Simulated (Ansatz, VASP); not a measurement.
# Al3Ni2: VASP beside Ansatz

The input INCAR:

```
PREC = Accurate
ENCUT = 520
EDIFF = 1E-7
ISMEAR = 0
SIGMA = 0.15
LREAL = F
LASPH = T
NELM = 80
ALGO = Fast
ISIF = 2
LWAVE = F
LCHARG = T
GGA = PS
LELF = T
LVHAR = T
NBANDS = 22
```

File KPOINTS:

```
Automatic mesh
0
Gamma
  12 12 10
```

File POSCAR:

```
Al3Ni2
1.0
    3.8029826564      0.0000000000      0.0000000000
   -1.9014913282      3.2934795906      0.0000000000
    0.0000000000      0.0000000000      4.8594646093
Al Ni
3 2
Direct
    0.0000000000      0.0000000000      0.0000000000
    0.3333333333      0.6666666667      0.6477829058
    0.6666666667      0.3333333333      0.3522170942
    0.3333333333      0.6666666667      0.1455709071
    0.6666666667      0.3333333333      0.8544290929
```

Input for Ansatz:

```yaml
crystal:
  lattice:
    - [3.8029826564, 0.0, 0.0]
    - [-1.9014913282, 3.2934795906, 0.0]
    - [0.0, 0.0, 4.8594646093]
  atoms:
    - { symbol: Al, position: [0.0, 0.0, 0.0] }
    - { symbol: Al, position: [0.3333333333, 0.6666666667, 0.6477829058] }
    - { symbol: Al, position: [0.6666666667, 0.3333333333, 0.3522170942] }
    - { symbol: Ni, position: [0.3333333333, 0.6666666667, 0.1455709071] }
    - { symbol: Ni, position: [0.6666666667, 0.3333333333, 0.8544290929] }
basis:
  ecutwfc: 420
kpoints:
  mp_grid: { grid: [12, 12, 10] }
hamiltonian:
  xc: pbesol
scf:
  occupations: { method: gaussian, width: 0.15 }
output:
  forces: true
  stress: true
  eigenvalues: true
```

Change from the starting cell: strain -0.0500 x Voigt [1, 1, 0, 0, 0, 0], atoms carried along.

Alike in both runs: task single point; functional PBEsol; k mesh 12 × 12 × 10; occupations gaussian, width 0.15 eV; no spin polarisation.

```csv
,VASP,Ansatz
version,VASP 6.6.1,Ansatz 0.2.0
potentials or method,"VASP PAW PBE potentials, release 64 (Al, Ni), cutoff 520 eV","scalar-relativistic, plane waves, PAW"
valence electrons in the cell,29,45
```

|  | VASP | Ansatz | Ansatz less VASP |
| --- | --- | --- | --- |
| gap on the k mesh at the Fermi level (eV) | none | none | - |
| pressure (GPa) | 18.6 | 18.4 | -0.18 |
| traceless stress, the component that is largest in VASP (GPa) | -8.43 | -8.50 | -0.077 |
| rms of the force components (eV/Å) | 0.119 | 0.115 | -0.0037 |

VASP's potentials were made for PBE, not for PBEsol. Atom by atom the forces differ by 0.005 eV/Å (rms over components). A gap of «none» marks a metal or a gap that the smearing closes. VASP's potentials hold 29 valence electrons a cell and Ansatz's 45, so a difference there can come from the potentials and not from the codes.
